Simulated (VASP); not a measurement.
# ZrMo2C2 (P4/mmm) in VASP: a series of runs

ZrMo2C2 is run at these levels: PBE; tasks: single point, relaxation of cell and atoms.

Everything below comes from runs of VASP 6.6.1. Logs are shortened: lines on timing, memory, paths and dates and some standing lists are left out, and cuts for length are marked.

**1. The cell of the first run**

It takes space group P4/mmm (No. 123, tetragonal). The conventional cell has a = 3.629 Å, b = 3.629 Å, c = 4.614 Å, α = 90.00°, β = 90.00°, γ = 90.00°. Zr (site symmetry 4/mmm) has 8 C at 2.67 Å and 8 Mo at 2.93 Å and 4 Zr at 3.63 Å within 3.7 Å. Mo (site symmetry mmm) has 4 C at 2.39 Å and 4 Mo at 2.57 Å and 4 Zr at 2.93 Å within 3.2 Å. C (site symmetry 4mm) has 1 C at 1.51 Å within 2.0 Å.

The cell was generated, and may not be a known phase.

**2. Single point, PBE**

Input file INCAR:

```
SYSTEM = ZrMo2C2
  PREC = Accurate
  ENCUT = 520
  EDIFF = 1E-6
  ISMEAR = 0
  SIGMA = 0.1
  LREAL = .FALSE.
  LASPH = .TRUE.
  NELM = 100
  ALGO = Normal
  ISIF = 2
  LWAVE = .FALSE.
  LCHARG = .FALSE.
  GGA = PE
  NBANDS = 32
```

Input file KPOINTS:

```
regular mesh
0
G
  10 10 8
  0 0 0
```

Input file POSCAR:

```
ZrMo2C2
1.0
    3.6287436121      0.0000000000      0.0000000000
    0.0000000000      3.6287436121      0.0000000000
    0.0000000000      0.0000000000      4.6139353680
Zr Mo C
1 2 2
Direct
    0.0000000000      0.0000000000      0.0000000000
    0.5000000000      0.0000000000      0.5000000000
    0.0000000000      0.5000000000      0.5000000000
    0.5000000000      0.5000000000      0.8368706728
    0.5000000000      0.5000000000      0.1631293272
```

Potentials or basis: VASP PAW PBE potentials, release 64 (Zr_sv, Mo_sv, C).

On the command line:

```
cat potpaw_PBE.64/Zr_sv/POTCAR potpaw_PBE.64/Mo_sv/POTCAR potpaw_PBE.64/C/POTCAR > POTCAR
mpirun -np 1 vasp_std > vasp.out
```

OUTCAR:

```text
SYSTEM = ZrMo2C2
   PREC = Accurate
   ENCUT = 520
   EDIFF = 1E-6
   ISMEAR = 0
   LREAL = .FALSE.
   LASPH = .TRUE.
   NELM = 100
   ISIF = 2
   GGA = PE

 ion  position               nearest neighbor table
   1  0.000  0.000  0.000-   4 2.67   5 2.67   4 2.67   5 2.67   4 2.67   5 2.67   4 2.67   5 2.67
                             3 2.93   3 2.93   2 2.93   2 2.93   3 2.93   2 2.93   3 2.93   2 2.93
   2  0.500  0.000  0.500-   4 2.39   5 2.39   4 2.39   5 2.39   3 2.57   3 2.57   3 2.57   3 2.57
                             1 2.93   1 2.93   1 2.93   1 2.93
   3  0.000  0.500  0.500-   4 2.39   5 2.39   4 2.39   5 2.39   2 2.57   2 2.57   2 2.57   2 2.57
                             1 2.93   1 2.93   1 2.93   1 2.93
   4  0.500  0.500  0.837-   5 1.51   3 2.39   2 2.39   2 2.39   3 2.39   1 2.67   1 2.67   1 2.67
                             1 2.67
   5  0.500  0.500  0.163-   4 1.51   3 2.39   2 2.39   2 2.39   3 2.39   1 2.67   1 2.67   1 2.67
                             1 2.67

  LATTYP: Found a simple tetragonal cell.
 ALAT       =     3.6287436121
 C/A-ratio  =     1.2714966559

  Lattice vectors:

 A1 = (   3.6287436121,   0.0000000000,   0.0000000000)
 A2 = (   0.0000000000,   3.6287436121,   0.0000000000)
 A3 = (   0.0000000000,   0.0000000000,   4.6139353680)

Analysis of symmetry for initial positions (statically):
=====================================================================
 Subroutine PRICEL returns:
 Original cell was already a primitive cell.

 Routine SETGRP: Setting up the symmetry group for a
 simple tetragonal supercell.

 Subroutine GETGRP returns: Found 16 space group operations
 (whereof 16 operations were pure point group operations)
 out of a pool of 16 trial point group operations.

The static configuration has the point symmetry D_4h.

Analysis of symmetry for dynamics (positions and initial velocities):
=====================================================================
 Subroutine PRICEL returns:
 Original cell was already a primitive cell.

 Routine SETGRP: Setting up the symmetry group for a
 simple tetragonal supercell.

 Subroutine GETGRP returns: Found 16 space group operations
 (whereof 16 operations were pure point group operations)
 out of a pool of 16 trial point group operations.

The dynamic configuration has the point symmetry D_4h.

 Subroutine INISYM returns: Found 16 space group operations
 (whereof 16 operations are pure point group operations),
 and found     1 'primitive' translations

----------------------------------------------------------------------------------------

                                     Primitive cell

  volume of cell :      60.7553

  direct lattice vectors                    reciprocal lattice vectors
     3.628743612  0.000000000  0.000000000     0.275577474  0.000000000  0.000000000
     0.000000000  3.628743612  0.000000000     0.000000000  0.275577474  0.000000000
     0.000000000  0.000000000  4.613935368     0.000000000  0.000000000  0.216734722

  length of vectors
     3.628743612  3.628743612  4.613935368     0.275577474  0.275577474  0.216734722

  position of ions in fractional coordinates (direct lattice)
     0.000000000  0.000000000  0.000000000
     0.500000000  0.000000000  0.500000000
     0.000000000  0.500000000  0.500000000
     0.500000000  0.500000000  0.836870673
     0.500000000  0.500000000  0.163129327

  ion indices of the primitive-cell ions
   primitive index   ion index
                 1           1
                 2           2
                 3           3
                 4           4
                 5           5

----------------------------------------------------------------------------------------

 KPOINTS: regular mesh

Automatic generation of k-mesh.
 Grid dimensions read from file:
 generate k-points for:   10   10    8

 Generating k-lattice:

  Cartesian coordinates                     Fractional coordinates (reciprocal lattice)
     0.027557747  0.000000000  0.000000000     0.100000000  0.000000000  0.000000000
     0.000000000  0.027557747  0.000000000     0.000000000  0.100000000  0.000000000
     0.000000000  0.000000000  0.027091840     0.000000000  0.000000000  0.125000000

  Length of vectors
     0.027557747  0.027557747  0.027091840

  Shift w.r.t. Gamma in fractional coordinates (k-lattice)
     0.000000000  0.000000000  0.000000000

 Subroutine IBZKPT returns following result:
 ===========================================

 Found    105 irreducible k-points:

 Following reciprocal coordinates:
            Coordinates               Weight
  0.000000  0.000000  0.000000      1.000000
  0.100000  0.000000  0.000000      4.000000
  0.200000  0.000000  0.000000      4.000000
  0.300000  0.000000  0.000000      4.000000
  0.400000  0.000000  0.000000      4.000000
  0.500000  0.000000  0.000000      2.000000
[... 16 lines left out ...]
  0.100000  0.000000  0.125000      8.000000
  0.200000  0.000000  0.125000      8.000000
 [... further k-points ...]
   k-points           NKPTS =    105   k-points in BZ     NKDIM =    105   number of bands    NBANDS=     32
   number of dos      NEDOS =    301   number of ions     NIONS =      5
   total plane-waves  NPLWV =  28224
   dimension x,y,z NGX =    28 NGY =   28 NGZ =   36
   dimension x,y,z NGXF=    56 NGYF=   56 NGZF=   72
   ions per type =               1   2   2
   NGX,Y,Z   is equivalent  to a cutoff of  12.83, 12.83, 12.97 a.u.
   NGXF,Y,Z  is equivalent  to a cutoff of  25.66, 25.66, 25.94 a.u.
 SYSTEM =  ZrMo2C2
   PREC   = accura    normal or accurate (medium, high low for compatibility)
   ISTART =      0    job   : 0-new  1-cont  2-samecut
   ICHARG =      2    charge: 1-file 2-atom 10-const
   ISPIN  =      1    spin polarized calculation?
   LNONCOLLINEAR =      F non collinear calculations
   LSORBIT =      F    spin-orbit coupling
   LASPH  =      T    aspherical Exc in radial PAW
   ENCUT  =  520.0 eV  38.22 Ry    6.18 a.u.   6.75  6.75  8.58*2*pi/ulx,y,z
   NELM   =    100;   NELMIN=  2; NELMDL= -5     # of ELM steps
   EDIFF  = 0.1E-05   stopping-criterion for ELM
   LREAL  =      F    real-space projection
   EDIFFG = 0.1E-04   stopping-criterion for IOM
   NSW    =      0    number of steps for IOM
   IBRION =     -1    ionic relax: 0-MD 1-quasi-New 2-CG
   NFREE  =      0    steps in history (QN), initial steepest desc. (CG)
   ISIF   =      2    stress and relaxation
   ISYM   =      2    0-nonsym 1-usesym 2-fastsym
   POTIM  = 0.5000    time-step for ionic-motion
   TEBEG  =    0.0;   TEEND  =   0.0 temperature during run
   PSTRESS=    0.0 pullay stress
   NELECT =      48.0000    total number of electrons
   NUPDOWN=      -1.0000    fix difference up-down
   EMIN   =  10.00;   EMAX   =-10.00  energy-range for DOS
   EFERMI =   0.00;   METHOD = LEGACY
   ISMEAR =     0;   SIGMA  =   0.10  broadening in eV -4-tet -1-fermi 0-gaus
   EFERMI_NEDOS =   21; number of points for ismear=-14 and -15
   IALGO  =     38    algorithm
   IMIX   =      4    mixing-type and parameters
     AMIX     =   0.40;   BMIX     =  1.00
     AMIX_MAG =   1.60;   BMIX_MAG =  1.00
  volume/ion in A,a.u.               =      12.15        82.00
  Fermi-wavevector in a.u.,A,eV,Ry     =   1.513424  2.859956 31.163485  2.290452
  Thomas-Fermi vector in A             =   2.623217
   LORBIT       =      0    0 simple, 1 ext, 2 COOP (PROOUT), +10 PAW based schemes
   GGA     = PE    functional components
   LHFCALC =     F    Hartree Fock is set to
   AEXX    =    0.0000 exact exchange contribution
   IVDW    =     0    specifies the selected vdW correction
   LEPSILON=     F    determine dielectric tensor
   LRPA    =     F    only Hartree local field effects (RPA)
 non-spin polarized calculation
 Gauss-broadening in eV      SIGMA  =   0.10
  energy-cutoff  :      520.00
  volume of cell :       60.76
 maximum number of plane-waves:      1658
 NGX is ok and might be reduce to    28
   NGX = 13   NGY = 13   NGZ = 17

 number of electron      47.9999989 magnetization

 Free energy of the ion-electron system (eV)
  ---------------------------------------------------
  ext. energy  EPLUGINS =         0.00000000
  ---------------------------------------------------
  free energy    TOTEN  =       -48.03668096 eV

  energy without entropy =      -48.02103631  energy(sigma->0) =      -48.02885864

 E-fermi :  12.4902     XC(G=0): -13.0738

 val. band max:       12.4889567619   @ k =   0.5000   0.5000   0.2500
 cond. band min:      12.4950709525   @ k =   0.1000   0.0000   0.0000
 fundamental gap:      0.0061141906
 Fermi energy:        12.4902298370

 k-point     1 :       0.0000    0.0000    0.0000
  band No.  band energies     occupation
      1     -48.9160      2.00000
      2     -48.4628      2.00000
      3     -36.9150      2.00000
      4     -23.5813      2.00000
      5     -23.5813      2.00000
      6     -23.0919      2.00000
[... 24 lines left out ...]
     31      16.6946      0.00000
     32      17.7036      0.00000

 k-point     2 :       0.1000    0.0000    0.0000
  band No.  band energies     occupation
      1     -48.9050      2.00000
      2     -48.4740      2.00000
      3     -36.9140      2.00000
      4     -23.5541      2.00000
      5     -23.5497      2.00000
      6     -23.0796      2.00000
[... 24 lines left out ...]
     31      16.7265      0.00000
     32      17.6782      0.00000

 k-point     3 :       0.2000    0.0000    0.0000
  band No.  band energies     occupation
      1     -48.8729      2.00000
      2     -48.5063      2.00000
      3     -36.9116      2.00000
      4     -23.4737      2.00000
      5     -23.4573      2.00000
      6     -23.0443      2.00000
[... 24 lines left out ...]
     31      16.4280      0.00000
     32      16.8165      0.00000

 k-point     4 :       0.3000    0.0000    0.0000
  band No.  band energies     occupation
      1     -48.8229      2.00000
      2     -48.5565      2.00000
      3     -36.9086      2.00000
      4     -23.3435      2.00000
      5     -23.3117      2.00000
      6     -22.9899      2.00000
[... 24 lines left out ...]
     31      16.2974      0.00000
     32      16.3735      0.00000

 k-point     5 :       0.4000    0.0000    0.0000
  band No.  band energies     occupation
      1     -48.7599      2.00000
      2     -48.6198      2.00000
      3     -36.9062      2.00000
      4     -23.1719      2.00000
      5     -23.1260      2.00000
      6     -22.9225      2.00000
[... 584 lines left out ...]
     31      15.5852      0.00000
     32      15.5852      0.00000

 k-point    22 :       0.0000    0.0000    0.1250
  band No.  band energies     occupation
      1     -48.9160      2.00000
      2     -48.4628      2.00000
      3     -36.9156      2.00000
      4     -23.5808      2.00000
      5     -23.5808      2.00000
      6     -23.0871      2.00000
[... 24 lines left out ...]
     31      16.1354      0.00000
     32      16.6857      0.00000

 k-point    23 :       0.1000    0.0000    0.1250
  band No.  band energies     occupation
      1     -48.9049      2.00000
      2     -48.4740      2.00000
      3     -36.9146      2.00000
      4     -23.5538      2.00000
      5     -23.5493      2.00000
      6     -23.0752      2.00000
[... 24 lines left out ...]
     31      16.1450      0.00000
     32      17.0514      0.00000

 k-point    24 :       0.2000    0.0000    0.1250
  band No.  band energies     occupation
      1     -48.8729      2.00000
      2     -48.5063      2.00000
      3     -36.9121      2.00000
      4     -23.4737      2.00000
      5     -23.4570      2.00000
      6     -23.0407      2.00000
[... 24 lines left out ...]
     31      16.1488      0.00000
     32      16.8967      0.00000

 [... further k-points ...]
[... 5 lines left out ...]
  --------------------------------------------------------------------------------------
  -------------------------------------------------------------------------------------
  Total        0.1818649      0.1818649      0.1821396      0.0000000      0.0000000     -0.0000000
  in kB        4.7959583      4.7959583      4.8032031      0.0000000      0.0000000     -0.0000000
  external PRESSURE =       4.7983732 kB  Pullay stress =       0.0000000 kB

 VOLUME and BASIS-vectors are now :
 -----------------------------------------------------------------------------
  energy-cutoff  :      520.00
  volume of cell :       60.76
      direct lattice vectors                 reciprocal lattice vectors
     3.628743612  0.000000000  0.000000000     0.275577474  0.000000000  0.000000000
     0.000000000  3.628743612  0.000000000     0.000000000  0.275577474  0.000000000
     0.000000000  0.000000000  4.613935368     0.000000000  0.000000000  0.216734722

 POSITION                                       TOTAL-FORCE (eV/Angst)
 -----------------------------------------------------------------------------------
      0.00000      0.00000      0.00000         0.000000      0.000000     -0.000000
      1.81437      0.00000      2.30697         0.000000      0.000000     -0.000000
      0.00000      1.81437      2.30697         0.000000      0.000000     -0.000000
      1.81437      1.81437      3.86127        -0.000000     -0.000000     -0.023015
      1.81437      1.81437      0.75267         0.000000     -0.000000      0.023015
 -----------------------------------------------------------------------------------
    total drift:                                0.000000      0.000000      0.000000

  FREE ENERGIE OF THE ION-ELECTRON SYSTEM (eV)
  ---------------------------------------------------
  free  energy   TOTEN  =       -48.0366809622 eV

  energy  without entropy=      -48.0210363127  energy(sigma->0) =      -48.02885864
```

Run time: 6.4 min. Hardware: 1 thread of Intel Xeon 8259CL, shared host; peak memory 0.28 GiB.

What came out:

| Item | Value |
| --- | --- |
| Free energy | -48.0367 eV |
| Pressure | 0.5 GPa |
| Largest force | 0.023 eV/Å |
| Band gap on the k mesh | zero (bands 24 and 25 overlap by 1.24 eV) |

Forces on the atoms (eV/Å):
```
Zr   0.000  0.000  0.000
Mo   0.000  0.000  0.000
Mo   0.000  0.000  0.000
C    0.000  0.000 -0.023
C    0.000  0.000  0.023
```

Levels at points of the mesh, in eV from the Fermi level:
```
           k point  band 21  band 22  band 23  band 24  band 25  band 26  band 27  band 28
(0.00, 0.00, 0.00)    -3.93    -3.31    -2.83     0.22     0.22     1.79     2.39     3.57
(0.50, 0.00, 0.00)    -2.68    -1.40    -1.17    -0.55    -0.47     0.60     0.85     1.45
(0.50, 0.50, 0.00)    -2.65    -2.65    -1.50     0.04     0.04     2.04     2.10     2.64
(0.00, 0.00, 0.50)    -1.75    -1.44    -1.44    -0.14    -0.14     0.33     0.64     1.41
(0.50, 0.00, 0.50)    -2.74    -2.04    -1.72    -1.03    -0.11     0.33     1.23     1.86
(0.50, 0.50, 0.50)    -2.87    -2.87    -0.34    -0.34     1.18     1.62     1.97     2.82
```

(Part 1 of 3 ends here.)

The gap in the log of VASP goes by the Fermi energy; the results here count the filled bands.